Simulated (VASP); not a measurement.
# PdC18 in VASP: a series of runs, part 3 of 3

VASP 6.6.1.

## (5) Single point, PBE

Contents of INCAR:

```
PREC = Accurate ; ENCUT = 520
EDIFF = 1E-6 ; ISMEAR = -1
SIGMA = 0.05 ; LREAL = Auto
LASPH = T ; NELM = 100
ALGO = Normal ; ISIF = 2
LWAVE = F ; LCHARG = F
GGA = PE ; NBANDS = 56
```

Contents of KPOINTS:

```
regular mesh
0
Gamma
  2 2 1
```

Contents of POSCAR:

```
PdC18
1.0
    7.3980000000      0.0000000000      0.0000000000
   -3.6990000000      6.4068560000      0.0000000000
    0.0000000000      0.0000000000     12.0000000000
C Pd
18 1
Direct
    0.0046875673      0.0034316364      0.0814761667
    0.2266423504      0.1140643710      0.0820944167
    0.0045654515      0.3373590728      0.0806210833
    0.2267135173      0.4475073265      0.0801984167
    0.0040081575      0.6702090698      0.0788837500
    0.2263927237      0.7807843660      0.0800909167
    0.3359145035      0.0027392531      0.0844496667
    0.5592126355      0.1150086720      0.0916785833
    0.3374715871      0.3367458235      0.0820977500
    0.5601557005      0.4475785003      0.0820967500
    0.3368576715      0.6696515420      0.0806212500
    0.5588984903      0.7783279349      0.0844368333
    0.6716226195      0.0025942522      0.0902893333
    0.8958909186      0.1153233349      0.0844331667
    0.6714764417      0.3383024373      0.0844503333
    0.8934366064      0.4478269841      0.0800855833
    0.6707851898      0.6695290170      0.0814733333
    0.8933312805      0.7808901901      0.0804855833
    0.6435413362      0.0306904042      0.2625365833
```

Potentials or basis: VASP PAW PBE potentials, release 64 (C, Pd).

Run with:

```
$ cat potpaw_PBE.64/C/POTCAR potpaw_PBE.64/Pd/POTCAR > POTCAR
$ mpirun -np 1 vasp_std > vasp.out
```

OUTCAR:

```text
PREC = Accurate
   ENCUT = 520
   EDIFF = 1E-6
   ISMEAR = -1
   LREAL = Auto
   LASPH = T
   NELM = 100
   ISIF = 2
   GGA = PE

 ion  position               nearest neighbor table
   1  0.005  0.003  0.081-  14 1.41   2 1.42  18 1.43
   2  0.227  0.114  0.082-   7 1.41   1 1.42   9 1.43
   3  0.005  0.337  0.081-  16 1.42   4 1.42  14 1.42
   4  0.227  0.448  0.080-   9 1.42  11 1.42   3 1.42
   5  0.004  0.670  0.079-  18 1.42  16 1.42   6 1.42
   6  0.226  0.781  0.080-  11 1.42   7 1.42   5 1.42
   7  0.336  0.003  0.084-   2 1.41   6 1.42   8 1.43
   8  0.559  0.115  0.092-  15 1.43   7 1.43  13 1.44  19 2.32
   9  0.337  0.337  0.082-   4 1.42   2 1.43  10 1.43
  10  0.560  0.448  0.082-  15 1.41  17 1.42   9 1.43
  11  0.337  0.670  0.081-   6 1.42   4 1.42  12 1.42
  12  0.559  0.778  0.084-  17 1.41  11 1.42  13 1.44  19 2.70
  13  0.672  0.003  0.090-  12 1.44  14 1.44   8 1.44  19 2.10
  14  0.896  0.115  0.084-   1 1.41   3 1.42  13 1.44  19 2.70
  15  0.671  0.338  0.084-  10 1.41  16 1.42   8 1.43
  16  0.893  0.448  0.080-   3 1.42  15 1.42   5 1.42
  17  0.671  0.670  0.081-  12 1.41  10 1.42  18 1.43
  18  0.893  0.781  0.080-   5 1.42   1 1.43  17 1.43
[... 207 lines left out ...]
  band No.  band energies     occupation
      1     -20.6577      2.00000
      2     -18.2560      2.00000
      3     -18.0838      2.00000
      4     -18.0527      2.00000
      5     -18.0140      2.00000
      6     -18.0071      2.00000
[... 213 lines left out ...]
     52       3.9360      0.00000
     53       4.1900      0.00000
 [bands above 53 left out]

------------------------ aborting loop because EDIFF is reached ----------------------------------------

  FORCE on cell =-STRESS in cart. coord.  units (eV):
  Direction    XX          YY          ZZ          XY          YZ          ZX
  --------------------------------------------------------------------------------------
  -------------------------------------------------------------------------------------
  Total        3.4238635      5.3725565     -0.0603720      1.7117673      0.1323420     -0.2403291
  in kB        9.6446503     15.1339061     -0.1700615      4.8218619      0.3727930     -0.6769808
  external PRESSURE =       8.2028317 kB  Pullay stress =       0.0000000 kB

 VOLUME and BASIS-vectors are now :
 -----------------------------------------------------------------------------
  energy-cutoff  :      520.00
  volume of cell :      568.78
      direct lattice vectors                 reciprocal lattice vectors
     7.398000000  0.000000000  0.000000000     0.135171668  0.078041398  0.000000000
    -3.699000000  6.406856000  0.000000000     0.000000000  0.156082796  0.000000000
     0.000000000  0.000000000 12.000000000     0.000000000  0.000000000  0.083333333

 POSITION                                       TOTAL-FORCE (eV/Angst)
 -----------------------------------------------------------------------------------
      0.02198      0.02199      0.97771        -0.006509     -0.002371     -0.010331
      1.25478      0.73079      0.98513         0.032469      0.002582     -0.000100
     -1.21412      2.16141      0.96745        -0.010733      0.014884     -0.003715
      0.02190      2.86711      0.96238         0.019172     -0.010030     -0.003039
     -2.44945      4.29393      0.94661        -0.007612      0.008861     -0.004054
     -1.21327      5.00237      0.96109         0.032029     -0.027903     -0.007670
[... 11 lines left out ...]
      3.72035      5.00305      0.96583         0.017853     -0.013682      0.007088
      4.64740      0.19663      3.15044        -0.113989      0.066932      0.029210
 -----------------------------------------------------------------------------------
    total drift:                               -0.010707     -0.010796      0.031804

  FREE ENERGIE OF THE ION-ELECTRON SYSTEM (eV)
  ---------------------------------------------------
  free  energy   TOTEN  =      -168.2787229664 eV

  energy  without entropy=     -168.2347669674  energy(sigma->0) =     -168.25674497
```

OSZICAR:

```text
N       E                     dE             d eps       ncg     rms          rms(c)
DAV:   1     0.658797502497E+03    0.65880E+03   -0.33328E+04   448   0.117E+03
DAV:   2    -0.803130617854E+02   -0.73911E+03   -0.70316E+03   648   0.279E+02
DAV:   3    -0.179402433214E+03   -0.99089E+02   -0.97733E+02   544   0.106E+02
[... 17 lines left out ...]
DAV:  21    -0.168278701505E+03   -0.10408E-04   -0.36861E-06   376   0.570E-03    0.134E-03
DAV:  22    -0.168278716317E+03   -0.14812E-04   -0.24174E-06   336   0.260E-03    0.119E-03
DAV:  23    -0.168278721293E+03   -0.49762E-05   -0.67876E-07   304   0.134E-03    0.741E-04
DAV:  24    -0.168278722720E+03   -0.14268E-05   -0.20772E-07   352   0.100E-03    0.277E-04
DAV:  25    -0.168278722966E+03   -0.24637E-06   -0.44152E-08   352   0.552E-04
   1 F= -.16827872E+03 E0= -.16825674E+03  d E =-.439560E-01
```

stdout:

```text
POSCAR found type information on POSCAR C Pd
 POSCAR found :  2 types and      19 ions
 scaLAPACK will be used
 LDA part: xc-table for (Slater+PW92), standard interpolation
 POSCAR, INCAR and KPOINTS ok, starting setup
 FFT: planning ... GRIDC
 FFT: planning ... GRID_SOFT
 FFT: planning ... GRID
 WAVECAR not read
 entering main loop
```

It took 4.5 min on 1 thread of Intel Xeon Platinum 8259CL at 2.50GHz (Skylake/Cascade Lake), shared host; peak memory 0.59 GiB.

Results:

```yaml
Free_energy: -168.2787 eV
Largest_force: 0.135 eV/Å
Band_gap_on_the_k_mesh: 0.04 eV
```

Forces in eV/Å, atoms in the order of the input:
```
C   -0.007 -0.002 -0.010
C    0.032  0.003  0.000
C   -0.011  0.015 -0.004
C    0.019 -0.010 -0.003
C   -0.008  0.009 -0.004
C    0.032 -0.028 -0.008
C   -0.013  0.013  0.007
C    0.021 -0.012  0.025
C   -0.014  0.008 -0.007
C    0.022 -0.025  0.005
C   -0.011  0.001 -0.002
C    0.012 -0.013 -0.007
C    0.010 -0.007 -0.015
C    0.010 -0.011 -0.007
C   -0.027  0.010  0.007
C    0.034 -0.008 -0.001
C   -0.007  0.003 -0.012
C    0.018 -0.014  0.007
Pd  -0.114  0.067  0.029
```

Caveat: the k points lie up to 0.49 Å⁻¹ apart.

## (6) Single point, PBE

Contents of INCAR:

```
PREC = Accurate
ENCUT = 520
EDIFF = 1E-7
ISMEAR = -1
SIGMA = 0.05
LREAL = Auto
LASPH = True
NELM = 100
ALGO = Normal
ISIF = 2
LWAVE = False
LCHARG = False
GGA = PE
NBANDS = 56
```

Contents of KPOINTS:

```
Automatic mesh
0
Gamma
  2 2 1
```

Contents of POSCAR:

```
PdC18
1.0
    7.3980000000      0.0000000000      0.0000000000
   -3.6990000000      6.4068560000      0.0000000000
    0.0000000000      0.0000000000     12.0000000000
C Pd
18 1
Direct
    0.0038954682      0.0023259458      0.0819977500
    0.2256043230      0.1131859371      0.0820709167
    0.0037491996      0.3364537926      0.0814882500
    0.2256719455      0.4466607334      0.0810467500
    0.0031726725      0.6691569157      0.0789921667
    0.2254440280      0.7799591563      0.0802630833
    0.3353400679      0.0018742422      0.0836466667
    0.5580827670      0.1142504217      0.0895926667
    0.3365880714      0.3357414307      0.0823223333
    0.5591452168      0.4467278490      0.0820718333
    0.3358751903      0.6685792532      0.0814884167
    0.5578275520      0.7775010083      0.0853941667
    0.6704085858      0.0019204427      0.0897975000
    0.8948292168      0.1145051489      0.0853927500
    0.6704539069      0.3369883762      0.0836460833
    0.8923731023      0.4468870535      0.0802585833
    0.6700024108      0.6684333158      0.0819945833
    0.8923620975      0.7799710185      0.0805595000
    0.6563037179      0.0160418776      0.2629756667
```

Potentials or basis: VASP PAW PBE potentials, release 64 (C, Pd).

Run with:

```
$ cat potpaw_PBE.64/C/POTCAR potpaw_PBE.64/Pd/POTCAR > POTCAR
$ mpirun -np 1 vasp_std > vasp.out
```

It took 4.7 min on 1 thread of Intel Xeon Platinum 8259CL at 2.50GHz (Skylake/Cascade Lake), shared host; peak memory 0.59 GiB.

The run converged. Its results:

```
Free energy            : -168.2564 eV
Largest force          : 0.096 eV/Å
Band gap on the k mesh : 0.01 eV
```

Forces on the atoms (eV/Å):
```
C   -0.002  0.010 -0.012
C    0.024 -0.018  0.002
C   -0.017  0.009 -0.007
C    0.037 -0.021 -0.002
C   -0.033  0.020 -0.002
C    0.038 -0.019 -0.004
C   -0.015  0.003  0.007
C    0.038 -0.021  0.024
C   -0.037  0.025 -0.004
C    0.026 -0.014  0.007
C   -0.007  0.017 -0.003
C    0.004 -0.021 -0.008
C   -0.020  0.010 -0.020
C    0.016  0.000 -0.007
C   -0.025  0.020  0.007
C    0.026 -0.021  0.001
C   -0.012  0.000 -0.014
C    0.038 -0.026  0.007
Pd  -0.080  0.046  0.027
```

Levels at points of the mesh, in eV from the valence-band top:
```
           k point  band 39  band 40  band 41  band 42  band 43  band 44
(0.00, 0.00, 0.00)    -1.51    -0.11     0.00     0.01     0.11     0.82
(0.50, 0.00, 0.00)    -1.50    -1.29    -1.18     0.86     1.56     2.33
(0.00, 0.50, 0.00)    -1.50    -1.29    -1.18     0.86     1.56     2.33
(0.50, 0.50, 0.00)    -1.42    -1.28    -1.23     0.83     1.56     2.31
```

Caveat: the k points lie up to 0.49 Å⁻¹ apart.

## (7) The runs side by side

| task | cell | gap on the mesh (eV) | largest force (eV/Å) |
| --- | --- | --- | --- |
| single point | as given, atomic positions A | 0.15 | 0.02 |
| relaxation of the atoms | atoms relaxed, atomic positions B | 0.16 | 0.03 |
| single point | as given, atomic positions C | 0.06 | 0.10 |
| single point | as given, atomic positions D | 0.04 | 0.14 |
| single point | as given, atomic positions E | 0.01 | 0.10 |

Alike in all rows: level PBE; potentials or basis VASP PAW PBE potentials, release 64 (C, Pd); no spin polarisation; k mesh 2 × 2 × 1; cutoff (eV) 520; smearing fermi-dirac 0.05 eV.

Caveats: all runs use coarse meshes.

Total energies depend on the potentials used, so only differences within one code and one set of settings carry meaning.
